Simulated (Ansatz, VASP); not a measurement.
One calculation of ScAl3, two programs

POSCAR

```
ScAl3
1.0
    3.9221151059      0.0000000000      0.0000000000
    0.0000000000      4.2489580313      0.0000000000
    0.0000000000      0.0000000000      4.0855365686
Sc Al
1 3
Direct
    0.0000000000      0.0000000000      0.0000000000
    0.5000000000      0.0000000000      0.5000000000
    0.0000000000      0.5000000000      0.5000000000
    0.5000000000      0.5000000000      0.0000000000
```

The input INCAR.step1:

```
SYSTEM = ScAl3
  PREC = Accurate
  ENCUT = 520
  ISMEAR = 0
  SIGMA = 0.15
  LREAL = .False.
  LASPH = .True.
  NELM = 60
  NBANDS = 18
  GGA = PE
  ALGO = Normal
  EDIFF = 1E-4
  LWAVE = .True.
  LCHARG = .False.
```

File INCAR.step2:

```
SYSTEM = ScAl3
  PREC = Accurate
  ENCUT = 520
  EDIFF = 1E-6
  ISMEAR = 0
  SIGMA = 0.15
  LREAL = .False.
  LASPH = .True.
  NELM = 60
  ALGO = Normal
  ISIF = 2
  LWAVE = .False.
  LCHARG = .True.
  METAGGA = R2SCAN
  LMIXTAU = .True.
  LELF = .True.
  LVHAR = .True.
  NBANDS = 18
  ISTART = 1
```

File KPOINTS:

```
Automatic mesh
0
Gamma
  12 12 12
  0 0 0
```

Input for Ansatz:

```yaml
crystal:
  lattice:
    - [3.9221151059, 0.0, 0.0]
    - [0.0, 4.2489580313, 0.0]
    - [0.0, 0.0, 4.0855365686]
  atoms:
    - { symbol: Sc, position: [0.0, 0.0, 0.0] }
    - { symbol: Al, position: [0.5, 0.0, 0.5] }
    - { symbol: Al, position: [0.0, 0.5, 0.5] }
    - { symbol: Al, position: [0.5, 0.5, 0.0] }
basis:
  ecutwfc: 500
kpoints:
  mp_grid: { grid: [12, 12, 12] }
hamiltonian:
  xc: r2scan
scf:
  occupations: { method: gaussian, width: 0.15 }
output:
  forces: true
  stress: true
  eigenvalues: true
```

Change from the starting cell: strain -0.0400 x Voigt [1, -1, 0, 0, 0, 0], atoms carried along.

Alike in both runs: task single point; functional r2SCAN; k mesh 12 × 12 × 12; occupations gaussian, width 0.15 eV; no spin polarisation.

```csv
,VASP,Ansatz
version,VASP 6.6.1,Ansatz 0.2.0
potentials or method,"VASP PAW PBE potentials, release 64 (Sc_sv, Al), cutoff 520 eV","scalar-relativistic, plane waves, PAW"
valence electrons in the cell,20,20
```

|  | VASP | Ansatz | Ansatz less VASP |
| --- | --- | --- | --- |
| gap on the k mesh at the Fermi level (eV) | none | none | - |
| pressure (GPa) | 0.5 | 0.5 | +0.01 |
| traceless stress, the component that is largest in VASP (GPa) | -6.32 | -6.32 | +0.002 |

VASP's potentials were made for PBE, not for r2SCAN. A gap of «none» marks a metal or a gap that the smearing closes.
